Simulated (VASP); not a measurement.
A run of VASP 6.6.1:

INCAR

```
SYSTEM = SiO2
PREC = Accurate
ENCUT = 520
EDIFF = 1E-7
ISMEAR = 0
SIGMA = 0.02
LREAL = .False.
LASPH = .True.
NELM = 100
ALGO = Normal
ISIF = 2
LWAVE = .False.
LCHARG = .False.
GGA = PE
NBANDS = 44
```

Contents of KPOINTS:

```
Automatic mesh
0
Gamma
  6 6 6
  0 0 0
```

The input POSCAR:

```
SiO2
1.0
   -2.6421106451      4.4564988356      4.5532153173
    2.6421106451     -4.4564988356      4.5532153173
    2.6421106451      4.4564988356     -4.5532153173
Si O
4 8
Direct
    0.9055999510      0.8367614208      0.0688385302
    0.7320771094      0.1632385792      0.5688385302
    0.0944000490      0.1632385792      0.9311614698
    0.2679228906      0.8367614208      0.4311614698
    0.0976033164      0.8476033164      0.2500000000
    0.9023966836      0.1523966836      0.7500000000
    0.7606042142      0.5000000000      0.7606042142
    0.2393957858      0.0000000000      0.7393957858
    0.2393957858      0.5000000000      0.2393957858
    0.7606042142      0.0000000000      0.2606042142
    0.0000000000      0.0000000000      0.0000000000
    0.5000000000      0.0000000000      0.5000000000
```

Potentials or basis: VASP PAW PBE potentials, release 64 (Si, O).

The run is started by

```console
$ cat potpaw_PBE.64/Si/POTCAR potpaw_PBE.64/O/POTCAR > POTCAR
$ mpirun -np 1 vasp_std > vasp.out
```

Hardware: 1 thread of Oxide Virtual Turin-like Processor, with other jobs on the host.

Task: Estimate the wall time of this run.

Result: Wall time 16 min on 1 thread of Oxide Virtual Turin-like Processor, on a shared host, peak memory 0.53 GiB. Counts: scf iterations 16, k points 46.
